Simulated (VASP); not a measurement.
Wanted: the native input for a VASP 6.6.1 run.

- Task: single point
- Functional: PBE
- Potentials or basis: VASP PAW PBE potentials, release 64 (In_d, Ga_d, As)
- Cutoff: 520 eV
- k mesh: 6 × 6 × 2
- Occupations: gaussian, width 0.2 eV
- Spin: no spin polarisation
- Dipole correction: no
- Further INCAR settings: ALGO = Normal; EDIFF = 1e-06; NBANDS = 46

The structure of InGa3As4 lies in POSCAR:

```
InGa3As4
1.0
    4.1340901000      0.0000000000      0.0000000000
    0.0000000000      4.1340901000      0.0000000000
    0.0000000000      0.0000000000     11.7605484000
In Ga As
1 3 4
Direct
    0.0000000000      0.0000000000      0.0000000000
    0.5000000000      0.5000000000      0.2590530000
    0.0000000000      0.0000000000      0.5000000000
    0.5000000000      0.5000000000      0.7409470000
    0.5000000000      0.0000000000      0.3795890000
    0.0000000000      0.5000000000      0.6204110000
    0.5000000000      0.0000000000      0.8602910000
    0.0000000000      0.5000000000      0.1397090000
```

One way to write it, as run:

INCAR

```
SYSTEM = InGa3As4
PREC = Accurate
ENCUT = 520
EDIFF = 1E-6
ISMEAR = 0
SIGMA = 0.2
LREAL = .FALSE.
LASPH = .TRUE.
NELM = 80
ALGO = Normal
ISIF = 2
LWAVE = .FALSE.
LCHARG = .TRUE.
GGA = PE
LELF = .TRUE.
LVHAR = .TRUE.
NBANDS = 46
```

KPOINTS

```
regular mesh
0
G
  6 6 2
  0 0 0
```

Potentials or basis: VASP PAW PBE potentials, release 64 (In_d, Ga_d, As).

The run is started by

```sh
$ cat potpaw_PBE.64/In_d/POTCAR potpaw_PBE.64/Ga_d/POTCAR potpaw_PBE.64/As/POTCAR > POTCAR
$ mpirun -np 1 vasp_std > vasp.out
```

It gave:

```yaml
Pressure: 0.2 GPa
Band_gap_on_the_k_mesh: zero (filled and empty bands touch)
```

Caveat: semilocal functionals underestimate gaps, and a narrow one can read as zero; spin-orbit coupling is left out, which moves the levels of the heavy elements.

It took 110 s on 1 thread of Intel(R) Xeon(R) 6975P-C (Granite Rapids), with other jobs on the host, peak memory 0.4 GiB.
